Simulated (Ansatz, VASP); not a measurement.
# BeS: VASP beside Ansatz

File INCAR:

```
PREC = Accurate ; ENCUT = 520
EDIFF = 1E-7 ; ISMEAR = 0
SIGMA = 0.05 ; LREAL = False
LASPH = True ; NELM = 80
ALGO = Normal ; ISIF = 2
LWAVE = False ; LCHARG = False
GGA = PS ; NBANDS = 11
```

Contents of KPOINTS:

```
Automatic mesh
0
Gamma
  10 10 10
```

File POSCAR:

```
BeS
1.0
    0.0000000000      2.2849830370      2.3976737009
    2.3976737009      0.0000000000      2.3976737009
    2.3976737009      2.2849830370      0.0000000000
Be S
1 1
Direct
    0.0000000000      0.0000000000      0.0000000000
    0.7500000000      0.7500000000      0.7500000000
```

Input for Ansatz:

```yaml
crystal:
  lattice:
    - [0.0, 2.284983037, 2.3976737009]
    - [2.3976737009, 0.0, 2.3976737009]
    - [2.3976737009, 2.284983037, 0.0]
  atoms:
    - { symbol: Be, position: [0.0, 0.0, 0.0] }
    - { symbol: S, position: [0.75, 0.75, 0.75] }
basis:
  ecutwfc: 520.0
kpoints:
  mp_grid: { grid: [10, 10, 10] }
hamiltonian:
  xc: pbesol
scf:
  occupations: { method: gaussian, width: 0.05 }
output:
  forces: true
  stress: true
  eigenvalues: true
```

Alike in both runs: task single point; functional PBEsol; k mesh 10 × 10 × 10; occupations gaussian, width 0.05 eV; no spin polarisation.

|  | VASP | Ansatz |
| --- | --- | --- |
| version | VASP 6.6.1 | Ansatz 0.2.0 |
| potentials or method | VASP PAW PBE potentials, release 64 (Be, S), cutoff 520 eV | scalar-relativistic, plane waves, PAW |
| valence electrons in the cell | 8 | 8 |

Ansatz gave:

| Property | Result |
| --- | --- |
| gap on the k mesh at the Fermi level (eV) | 2.30 |
| least direct gap on the mesh (eV) | 5.34 |
| pressure (GPa) | 8.3 |
| traceless stress, the component that is largest in VASP (GPa) | 2.86 |

Estimate VASP's values.

gap on the k mesh at the Fermi level (eV): 2.30; least direct gap on the mesh (eV): 5.37; pressure (GPa): 8.5; traceless stress, the component that is largest in VASP (GPa): 2.85.

VASP's potentials were made for PBE, not for PBEsol. With one functional, cell and mesh, what is left measures potentials, basis and numerics.
